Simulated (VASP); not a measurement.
Set up this calculation in VASP 6.6.1, as the native input.

```yaml
Task: single point
Functional: PBEsol
Potentials_or_basis: VASP PAW PBE potentials, release 64 (F)
Cutoff: 600 eV
k_mesh: 22 × 22 × 22
Occupations: fermi-dirac, width 0.05 eV
Spin: no spin polarisation
Dipole_correction: no
Further_INCAR_settings: ALGO = Normal; EDIFF = 1e-06; NBANDS = 10
```

The structure of F lies in POSCAR:

```
F
1.0
    0.0000000000      1.3187524962      1.3187524962
    1.3187524962      0.0000000000      1.3187524962
    1.3187524962      1.3187524962      0.0000000000
F
1
Direct
    0.0000000000      0.0000000000      0.0000000000
```

The input as run:

INCAR

```
SYSTEM = F
PREC = Accurate ; ENCUT = 600
EDIFF = 1E-6 ; ISMEAR = -1
SIGMA = 0.05 ; LREAL = .False.
LASPH = .True. ; NELM = 120
ALGO = Normal ; ISIF = 2
LWAVE = .False. ; LCHARG = .False.
GGA = PS ; NBANDS = 10
GGA_COMPAT = .False.
```

KPOINTS

```
regular mesh
0
Gamma
  22 22 22
  0 0 0
```

Potentials or basis: VASP PAW PBE potentials, release 64 (F).

The run is started by

```sh
$ cat potpaw_PBE.64/F/POTCAR > POTCAR
$ mpirun -np 1 vasp_std > vasp.out
```

It gave:

- Pressure: 290.4 GPa
- Band gap on the k mesh: zero (an odd number of electrons rules out a gap without spin polarisation)

Caveat: the cell stands under pressure; the PAW data sets were made with another functional, which shifts forces and pressure a little; an odd number of electrons without spin polarisation forces a metal; a magnetic or distorted state may lie lower.

Run time: 8.7 s on 1 thread of AMD EPYC 9R14 (Zen 4), on a shared host, peak memory 0.09 GiB.
